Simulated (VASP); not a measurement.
# CaO (Fm-3m) in VASP: settings compared, part 2 of 2

VASP 6.6.1. The steps go on from the part before.

## (4) Relaxation of cell and atoms, PBEsol

This run uses another cell than the first one, of 13.89 Å³/atom, 0.987 times its volume.

INCAR

```
PREC     = Accurate       # precision mode
ENCUT    = 600            # plane-wave cutoff, eV
EDIFF    = 1E-6           # SCF threshold, eV
ISMEAR   = -1             # smearing method
SIGMA    = 0.05           # smearing width, eV
LREAL    = F              # projectors in reciprocal space
LASPH    = T              # aspherical terms in the spheres
NELM     = 80             # most SCF steps
ALGO     = Normal         # electronic algorithm
ISIF     = 3              # what is computed and relaxed
LWAVE    = F              # write WAVECAR
LCHARG   = F              # write CHGCAR
GGA      = PS             # functional
IBRION   = 2              # ionic algorithm
NSW      = 80             # ionic steps
EDIFFG   = -0.02          # ionic threshold
```

KPOINTS

```
Automatic mesh
0
Gamma
  10 10 10
```

POSCAR

```
CaO
1.0
    0.0000000000      2.4035556960      2.4035556960
    2.4035556960      0.0000000000      2.4035556960
    2.4035556960      2.4035556960      0.0000000000
Ca O
1 1
Direct
    0.0000000000      0.0000000000      0.0000000000
    0.5000000000      0.5000000000      0.5000000000
```

Potentials or basis: VASP PAW PBE potentials, release 64 (Ca_sv, O).

Run with:

```sh
cat potpaw_PBE.64/Ca_sv/POTCAR potpaw_PBE.64/O/POTCAR > POTCAR
mpirun -np 1 vasp_std > vasp.out
```

OUTCAR:

```text
PREC = Accurate
   ENCUT = 600
   EDIFF = 1E-6
   ISMEAR = -1
   LREAL = F
   LASPH = T
   NELM = 80
   ISIF = 3
   GGA = PS
   IBRION = 2
   NSW = 80
   EDIFFG = -0.02

 ion  position               nearest neighbor table
   1  0.000  0.000  0.000-   2 2.40   2 2.40   2 2.40   2 2.40   2 2.40   2 2.40
   2  0.500  0.500  0.500-   1 2.40   1 2.40   1 2.40   1 2.40   1 2.40   1 2.40

  LATTYP: Found a face centered cubic cell.
 ALAT       =     4.8071113920

  Lattice vectors:

 A1 = (   0.0000000000,   2.4035556960,   2.4035556960)
 A2 = (   2.4035556960,   0.0000000000,   2.4035556960)
 A3 = (   2.4035556960,   2.4035556960,   0.0000000000)

Analysis of symmetry for initial positions (statically):
=====================================================================
 Subroutine PRICEL returns:
 Original cell was already a primitive cell.

 Routine SETGRP: Setting up the symmetry group for a
 face centered cubic supercell.

 Subroutine GETGRP returns: Found 48 space group operations
 (whereof 48 operations were pure point group operations)
 out of a pool of 48 trial point group operations.

The static configuration has the point symmetry O_h .

Analysis of symmetry for dynamics (positions and initial velocities):
=====================================================================
 Subroutine PRICEL returns:
 Original cell was already a primitive cell.

 Routine SETGRP: Setting up the symmetry group for a
 face centered cubic supercell.

 Subroutine GETGRP returns: Found 48 space group operations
 (whereof 48 operations were pure point group operations)
 out of a pool of 48 trial point group operations.

The dynamic configuration has the point symmetry O_h .

 Subroutine INISYM returns: Found 48 space group operations
 (whereof 48 operations are pure point group operations),
 and found     1 'primitive' translations

----------------------------------------------------------------------------------------

[... 133 lines left out ...]

 Free energy of the ion-electron system (eV)
  ---------------------------------------------------
  ext. energy  EPLUGINS =         0.00000000
  ---------------------------------------------------
  free energy    TOTEN  =       -13.41051433 eV

  energy without entropy =      -13.41051433  energy(sigma->0) =      -13.41051433

------------------------ aborting loop because EDIFF is reached ----------------------------------------

  FORCE on cell =-STRESS in cart. coord.  units (eV):
  Direction    XX          YY          ZZ          XY          YZ          ZX
  --------------------------------------------------------------------------------------
  -------------------------------------------------------------------------------------
  Total       -0.3859652     -0.3859652     -0.3859652     -0.0000000      0.0000000     -0.0000000
  in kB      -22.2672301    -22.2672301    -22.2672301     -0.0000000      0.0000000     -0.0000000
  external PRESSURE =     -22.2672301 kB  Pullay stress =       0.0000000 kB
[... 59 lines left out ...]
--------------------------------------- Ionic step        3  -------------------------------------------

 number of electron      15.9999997 magnetization

 Free energy of the ion-electron system (eV)
  ---------------------------------------------------
  ext. energy  EPLUGINS =         0.00000000
  ---------------------------------------------------
  free energy    TOTEN  =       -13.41447257 eV

  energy without entropy =      -13.41447257  energy(sigma->0) =      -13.41447257

 E-fermi :   3.3567     XC(G=0): -10.8350

 val. band max:        2.3062969942   @ k =   0.0000   0.0000   0.0000
 cond. band min:       5.8323480791   @ k =   0.5000   0.5000   0.0000
 fundamental gap:      3.5260510849
 Fermi energy:         3.3567435563

 k-point     1 :       0.0000    0.0000    0.0000
  band No.  band energies     occupation
      1     -34.9986      2.00000
      2     -15.8247      2.00000
      3     -15.8247      2.00000
      4     -15.8247      2.00000
      5     -13.1768      2.00000
      6       2.3063      2.00000
      7       2.3063      2.00000
      8       2.3063      2.00000
      9       7.0322      0.00000
     10       8.5469      0.00000
     11       8.5469      0.00000
     12       8.5469      0.00000
[... 331 lines left out ...]
 k-point    24 :       0.4000    0.3000    0.0000
  band No.  band energies     occupation
      1     -34.8762      2.00000
      2     -16.5502      2.00000
      3     -16.0456      2.00000
      4     -16.0150      2.00000
      5     -12.6059      2.00000
      6       0.5849      2.00000
      7       1.7386      2.00000
      8       1.8437      2.00000
      9       6.5295      0.00000
     10      10.0395      0.00000
     11      11.2230      0.00000
     12      11.3227      0.00000

 [... further k-points ...]

------------------------ aborting loop because EDIFF is reached ----------------------------------------

  FORCE on cell =-STRESS in cart. coord.  units (eV):
  Direction    XX          YY          ZZ          XY          YZ          ZX
  --------------------------------------------------------------------------------------
  -------------------------------------------------------------------------------------
  Total        0.0007085      0.0007085      0.0007085      0.0000000      0.0000000      0.0000000
  in kB        0.0417120      0.0417120      0.0417120      0.0000000      0.0000000      0.0000000
  external PRESSURE =       0.0417120 kB  Pullay stress =       0.0000000 kB
[... 17 lines left out ...]
  FREE ENERGIE OF THE ION-ELECTRON SYSTEM (eV)
  ---------------------------------------------------
  free  energy   TOTEN  =       -13.4144725733 eV

  energy  without entropy=      -13.4144725733  energy(sigma->0) =      -13.41447257

 reached required accuracy - stopping structural energy minimisation
```

OSZICAR:

```text
N       E                     dE             d eps       ncg     rms          rms(c)
DAV:   1     0.140069336554E+03    0.14007E+03   -0.95482E+03  1128   0.153E+03
[... 26 lines left out ...]
DAV:   2    -0.134156110649E+02    0.56111E-02   -0.21350E-02  1240   0.144E+00    0.217E-01
DAV:   3    -0.134145415678E+02    0.10695E-02   -0.26094E-03  1896   0.673E-01    0.840E-02
DAV:   4    -0.134144257831E+02    0.11578E-03   -0.10081E-03  1768   0.296E-01    0.279E-02
DAV:   5    -0.134144299882E+02   -0.42051E-05   -0.96430E-06  1380   0.365E-02    0.264E-02
DAV:   6    -0.134144710134E+02   -0.41025E-04   -0.48395E-05  1812   0.424E-02    0.117E-02
DAV:   7    -0.134144726116E+02   -0.15983E-05   -0.87950E-06  1820   0.261E-02    0.179E-03
DAV:   8    -0.134144725733E+02    0.38309E-07   -0.17582E-07   648   0.409E-03
   3 F= -.13414473E+02 E0= -.13414473E+02  d E =-.395824E-02
```

Run time: 39 s. Hardware: 1 thread of Intel Xeon Platinum 8375C at 2.90GHz (Ice Lake), shared host; peak memory 0.18 GiB.

Results:

```
Free energy                            : -13.4145 eV
Relaxed volume                         : 13.61 Å³/atom
Relaxed cell                           : a = 3.376 Å, b = 3.376 Å, c = 3.376 Å, α = 60.00°, β = 60.00°, γ = 60.00°
Space group after relaxing (to 0.05 Å) : Fm-3m (No. 225)
Energy gained by relaxing              : 2.0 meV/atom
Ionic steps                            : 3
Pressure after relaxing                : 0.0 GPa
Band gap on the k mesh                 : 3.53 eV, indirect (least direct gap 3.90 eV)
```

The path:
```
step  energy change (eV)  largest force (eV/Å)  pressure (GPa)  volume (Å³)
   1              0.0000                0.0000           -2.23        27.77
   2             -0.0034                0.0000            0.92        27.00
   3             -0.0040                0.0000            0.00        27.21
```

Final structure:
```yaml
crystal:
  lattice:
    - [0.00000, 2.38734, 2.38734]
    - [2.38734, 0.00000, 2.38734]
    - [2.38734, 2.38734, 0.00000]
  atoms:
    - { symbol: Ca, position: [0.00000, 0.00000, 0.00000] }
    - { symbol: O, position: [0.50000, 0.50000, 0.50000] }
```

Levels at points of the mesh, in eV from the valence-band top:
```tsv
k point	band 4	band 5	band 6	band 7	band 8	band 9	band 10	band 11	band 12
(0.00, 0.00, 0.00)	-18.13	-15.48	0.00	0.00	0.00	4.73	6.24	6.24	6.24
(0.50, 0.00, 0.00)	-18.19	-14.16	-2.74	-1.26	-1.26	7.11	8.48	8.49	8.49
(0.50, 0.50, 0.00)	-18.38	-15.24	-1.31	-0.37	-0.37	3.53	8.19	9.04	9.73
```

Caveat: the PAW data sets were made with another functional, which shifts forces and pressure a little. As with any semilocal functional, this PBEsol gap is likely too small.

## (5) Single point, PBEsol (volume scaled by 0.94)

INCAR

```
SYSTEM = CaO
ALGO = Normal ; EDIFF = 1E-6
ENCUT = 520 ; GGA = PS
ISIF = 2 ; ISMEAR = -1
LASPH = .TRUE. ; LCHARG = .FALSE.
LREAL = .FALSE. ; LWAVE = .FALSE.
NBANDS = 15 ; NELM = 60
PREC = Accurate ; SIGMA = 0.05
```

KPOINTS

```
k-points
0
G
  10 10 10
  0 0 0
```

POSCAR

```
CaO
1.0
    0.0000000000      2.3544897713      2.3544897713
    2.3544897713      0.0000000000      2.3544897713
    2.3544897713      2.3544897713      0.0000000000
Ca O
1 1
Direct
    0.0000000000      0.0000000000      0.0000000000
    0.5000000000      0.5000000000      0.5000000000
```

Run with:

```sh
cat potpaw_PBE.64/Ca_sv/POTCAR potpaw_PBE.64/O/POTCAR > POTCAR
mpirun -np 1 vasp_std > vasp.out
```

Run time: 16 s. Hardware: 1 thread of Intel Xeon Platinum 8375C at 2.90GHz (Ice Lake), shared host; peak memory 0.16 GiB.

The run converged. Its results:

| Property | Result |
| --- | --- |
| Free energy | -13.3916 eV |
| Pressure | 5.3 GPa |
| Band gap on the k mesh | 3.50 eV, indirect (least direct gap 3.86 eV) |

Levels at points of the mesh, in eV from the valence-band top:
```tsv
k point	band 4	band 5	band 6	band 7	band 8	band 9	band 10	band 11	band 12	band 13
(0.00, 0.00, 0.00)	-17.94	-15.57	0.00	0.00	0.00	5.07	6.33	6.33	6.33	7.98
(0.50, 0.00, 0.00)	-18.00	-14.04	-2.85	-1.35	-1.35	7.30	8.71	8.71	8.81	11.00
(0.50, 0.50, 0.00)	-18.23	-15.33	-1.28	-0.36	-0.36	3.50	8.51	9.27	10.01	10.01
```

Caveat: the cell differs from its parent crystal (volume scaled by 0.94); the PAW data sets were made with another functional, which shifts forces and pressure a little. A k mesh can miss the band edges.

## (6) Single point, PBEsol (volume scaled by 0.98)

INCAR

```
PREC = Accurate
ENCUT = 520
EDIFF = 1E-7
ISMEAR = -1
SIGMA = 0.05
LREAL = F
LASPH = T
NELM = 80
ALGO = Normal
ISIF = 2
LWAVE = F
LCHARG = F
GGA = PS
NBANDS = 15
```

KPOINTS

```
Automatic mesh
0
Gamma
  10 10 10
```

POSCAR

```
CaO
1.0
    0.0000000000      2.3874239637      2.3874239637
    2.3874239637      0.0000000000      2.3874239637
    2.3874239637      2.3874239637      0.0000000000
Ca O
1 1
Direct
    0.0000000000      0.0000000000      0.0000000000
    0.5000000000      0.5000000000      0.5000000000
```

Potentials or basis: VASP PAW PBE potentials, release 64 (Ca_sv, O).

Run with:

```sh
cat potpaw_PBE.64/Ca_sv/POTCAR potpaw_PBE.64/O/POTCAR > POTCAR
mpirun -np 1 vasp_std > vasp.out
```

It took 19 s on 1 thread of Intel Xeon Platinum 8375C at 2.90GHz (Ice Lake), shared host; peak memory 0.17 GiB.

The run converged. Its results:

| Item | Value |
| --- | --- |
| Free energy | -13.4113 eV |
| Pressure | 0.1 GPa |
| Band gap on the k mesh | 3.52 eV, indirect (least direct gap 3.90 eV) |

Levels at points of the mesh, in eV from the valence-band top:
```tsv
k point	band 5	band 6	band 7	band 8	band 9	band 10	band 11	band 12
(0.00, 0.00, 0.00)	-15.48	0.00	0.00	0.00	4.72	6.24	6.24	6.24
(0.50, 0.00, 0.00)	-14.16	-2.74	-1.26	-1.26	7.11	8.48	8.48	8.48
(0.50, 0.50, 0.00)	-15.24	-1.31	-0.37	-0.37	3.52	8.19	9.04	9.73
```

Caveat: the cell differs from its parent crystal (volume scaled by 0.98); the PAW data sets were made with another functional, which shifts forces and pressure a little. A k mesh can miss the band edges.

## (7) Overview

```csv
task,level,cell,cutoff (eV),gap on the mesh (eV),pressure (GPa),relaxed volume (Å³/atom)
single point,RPBE+D4,"a = 3.413 Å, angles 60.0°, 2 atoms",520,3.75,0.6,-
relaxation of cell and atoms,RPBE+D4,"relaxed from a = 3.399 Å, angles 60.0°, 2 atoms",600,3.75,0.0,14.13
relaxation of cell and atoms,PBEsol,"relaxed from a = 3.399 Å, angles 60.0°, 2 atoms",600,3.53,0.0,13.61
single point,PBEsol,"a = 3.330 Å, angles 60.0°, 2 atoms",520,3.50,5.3,-
single point,PBEsol,"a = 3.376 Å, angles 60.0°, 2 atoms",520,3.52,0.1,-
```

Alike in all rows: potentials or basis VASP PAW PBE potentials, release 64 (Ca_sv, O); no spin polarisation; k mesh 10 × 10 × 10; smearing fermi-dirac 0.05 eV.

Caveats: the PAW data sets were made with another functional, which shifts forces and pressure a little.

Absolute energies hang on the potentials; compare differences alone.
